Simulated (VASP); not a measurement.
A run of VASP 6.6.1 is set up as follows.

Contents of INCAR:

```
SYSTEM = SiC
  PREC = Accurate
  ENCUT = 600
  EDIFF = 1E-6
  ISMEAR = 0
  SIGMA = 0.02
  LREAL = .FALSE.
  LASPH = .TRUE.
  NELM = 80
  ALGO = Normal
  ISIF = 4
  LWAVE = .FALSE.
  LCHARG = .FALSE.
  GGA = PE
  IBRION = 2
  NSW = 50
  EDIFFG = -0.01
```

Contents of KPOINTS:

```
Automatic mesh
0
G
  12 12 2
  0 0 0
```

Contents of POSCAR:

```
SiC
1.0
    1.5972918642     -2.7665695688      0.0000000000
    1.5972918642      2.7665695688      0.0000000000
    0.0000000000      0.0000000000     15.6784579626
Si C
6 6
Direct
    0.1666673760      0.8333326240      0.8577132939
    0.8333326240      0.1666673760      0.3577132939
    0.4999991360      0.5000008640      0.5244663106
    0.5000008640      0.4999991360      0.0244663106
    0.8333337297      0.1666662703      0.6912334238
    0.1666662703      0.8333337297      0.1912334238
    0.5000007595      0.4999992405      0.6498369721
    0.4999992405      0.5000007595      0.1498369721
    0.1666658625      0.8333341375      0.9826797769
    0.8333341375      0.1666658625      0.4826797769
    0.8333329520      0.1666670480      0.8162102228
    0.1666670480      0.8333329520      0.3162102228
```

Potentials or basis: VASP PAW PBE potentials, release 64 (Si, C).

The run is started by

```sh
$ cat potpaw_PBE.64/Si/POTCAR potpaw_PBE.64/C/POTCAR > POTCAR
$ mpirun -np 1 vasp_std > vasp.out
```

Problem. What does it give for the band gap on the k mesh?

Solution. 2.05 eV (least direct gap 3.12 eV).

Final structure:
```xyz
12
Lattice="1.5972 -2.7664 0.0000 1.5972 2.7664 0.0000 0.0000 0.0000 15.6809" Properties=species:S:1:pos:R:3 pbc="T T T"
Si    1.5972    1.8442   13.4497
Si    1.5972   -1.8442    5.6093
Si    1.5972    0.0000    8.2233
Si    1.5972    0.0000    0.3828
Si    1.5972   -1.8442   10.8391
Si    1.5972    1.8442    2.9987
C     1.5972    0.0000   10.1907
C     1.5972    0.0000    2.3503
C     1.5972    1.8442   15.4094
C     1.5972   -1.8442    7.5689
C     1.5972   -1.8442   12.7990
C     1.5972    1.8442    4.9585
```

A k mesh can miss the band edges.
